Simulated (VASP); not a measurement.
Write the native input for VASP 6.6.1 that does the following.

| Item | Value |
| --- | --- |
| Task | single point |
| Functional | PBEsol |
| Potentials or basis | VASP PAW PBE potentials, release 64 (Zn) |
| Cutoff | 520 eV |
| k mesh | 24 × 24 × 10 |
| Occupations | gaussian, width 0.15 eV |
| Spin | no spin polarisation |
| Dipole correction | no |
| Further INCAR settings | ALGO = Fast; EDIFF = 1e-07; NBANDS = 19 |

The structure of Zn lies in POSCAR:

```
Zn
1.0
    2.7047700240      0.0000000000      0.0000000000
   -1.3523850120      2.3423995522      0.0000000000
    0.0000000000      0.0000000000      4.7982990000
Zn
2
Direct
    0.3333333333      0.6666666667      0.2500000000
    0.6666666667      0.3333333333      0.7500000000
```

This cell differs from its parent crystal: strain +0.015 along x and y, -0.030 along z.

These files were run (other wordings do the same):

INCAR

```
SYSTEM = Zn
PREC     = Accurate       ! precision mode
ENCUT    = 520            ! plane-wave cutoff, eV
EDIFF    = 1E-7           ! SCF threshold, eV
ISMEAR   = 0              ! smearing method
SIGMA    = 0.15           ! smearing width, eV
LREAL    = .FALSE.        ! projectors in reciprocal space
LASPH    = .TRUE.         ! aspherical terms in the spheres
NELM     = 80             ! most SCF steps
ALGO     = Fast           ! electronic algorithm
ISIF     = 2              ! what is computed and relaxed
LWAVE    = .FALSE.        ! write WAVECAR
LCHARG   = .TRUE.         ! write CHGCAR
GGA      = PS             ! functional
LELF     = .TRUE.         ! ELF
LVHAR    = .TRUE.       
NBANDS   = 19             ! bands
```

KPOINTS

```
Automatic mesh
0
G
  24 24 10
  0 0 0
```

Potentials or basis: VASP PAW PBE potentials, release 64 (Zn).

Command:

```console
$ cat potpaw_PBE.64/Zn/POTCAR > POTCAR
$ mpirun -np 1 vasp_std > vasp.out
```

Results of the run:

| Quantity | Value |
| --- | --- |
| Pressure | -5.4 GPa |
| Band gap on the k mesh | zero (bands 12 and 13 overlap by 4.10 eV) |

Caveat: the cell differs from its parent crystal (strain +0.015 along x and y, -0.030 along z); the cell stands under tension; the PAW data sets were made with another functional, which shifts forces and pressure a little.

Wall time 74 s on 1 thread of Intel(R) Xeon(R) 6975P-C (Granite Rapids), on a shared host, peak memory 0.27 GiB.
